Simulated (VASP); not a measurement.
## MnF2: single point with PBE+U

Crystal: MnF2.

```
Mn F
1.0
     3.38443    0.00000    0.00000
    -1.69222    2.93100    0.00000
     0.00000    0.00000    4.95410
Mn F
1 2
Cartesian
  0.0000 0.0000 0.0000
  0.0000 1.9540 0.9540
  1.6922 0.9770 4.0001
```

```json
{"Program": "VASP 6.6.1", "Task": "single point", "Functional": "PBE", "Potentials or basis": "VASP PAW PBE potentials, release 64 (Mn_sv, F)", "Cutoff": "700 eV", "k mesh": "8 × 8 × 6", "Occupations": "gaussian, width 0.05 eV", "Spin": "collinear spin, ferromagnetic start", "Starting moments": "[4.73, 0.07, 0.07] μB", "Hubbard terms": "Mn d U = 3.9 eV"}
```

The pressure is -1.4 GPa. The largest force is 0.052 eV/Å, the band gap on the k mesh is 3.01 eV (least direct gap 3.03 eV) and the net moment is 5.00 μB per cell. The site moments are Mn +4.57; F +0.06 μB and the valence electrons inside the program's atomic spheres are Mn 12.82; F 6.09.

Forces on the atoms (eV/Å):
```
Mn   0.000  0.000  0.000
F    0.000  0.000 -0.052
F    0.000  0.000  0.052
```

Stress tensor (GPa, compression positive):
```
-1.81  0.00  0.00
 0.00 -1.81  0.00
 0.00  0.00 -0.72
```

Levels at points of the mesh, in eV from the valence-band top:
Spin up:
```csv
k point,band 14,band 15,band 16,band 17,band 18,band 19,band 20,band 21
"(0.00, 0.00, 0.00)",-2.19,-1.39,-0.01,-0.01,3.01,7.78,10.75,14.94
"(0.50, 0.00, 0.00)",-1.94,-1.82,-0.79,-0.18,7.72,8.30,11.34,11.86
"(0.00, 0.00, 0.50)",-2.19,-1.38,0.00,0.00,4.34,5.67,12.96,15.06
"(0.50, 0.00, 0.50)",-1.94,-1.81,-0.82,-0.20,8.25,8.36,9.62,10.91
```
Spin down:
```csv
k point,band 8,band 9,band 10,band 11,band 12,band 13,band 14,band 15,band 16,band 17
"(0.00, 0.00, 0.00)",-3.85,-3.85,-2.87,-2.87,-2.42,3.67,5.45,5.45,5.92,6.66
"(0.50, 0.00, 0.00)",-4.08,-3.69,-3.27,-2.90,-2.80,5.06,5.43,5.97,6.15,6.63
"(0.00, 0.00, 0.50)",-3.83,-3.83,-2.89,-2.89,-2.87,5.15,5.43,5.43,6.09,6.14
"(0.50, 0.00, 0.50)",-4.24,-3.64,-3.32,-2.76,-2.69,5.17,5.59,5.96,6.11,6.63
```

Eigenvalues of the final occupation matrices:
| site | spin | trace | eigenvalues |
| --- | --- | --- | --- |
| site 1 d | 1 | 4.66 | 0.92 0.92 0.92 0.95 0.95 |
| site 1 d | 2 | 0.10 | 0.01 0.01 0.01 0.04 0.04 |

It took 3.7 min on 1 thread of AMD EPYC 7R13 Processor (Zen 3), with other jobs on the host, peak memory 0.29 GiB.

Caveat: a cell with one magnetic atom can't hold antiferromagnetic order, which such compounds often take. A k mesh can miss the band edges.
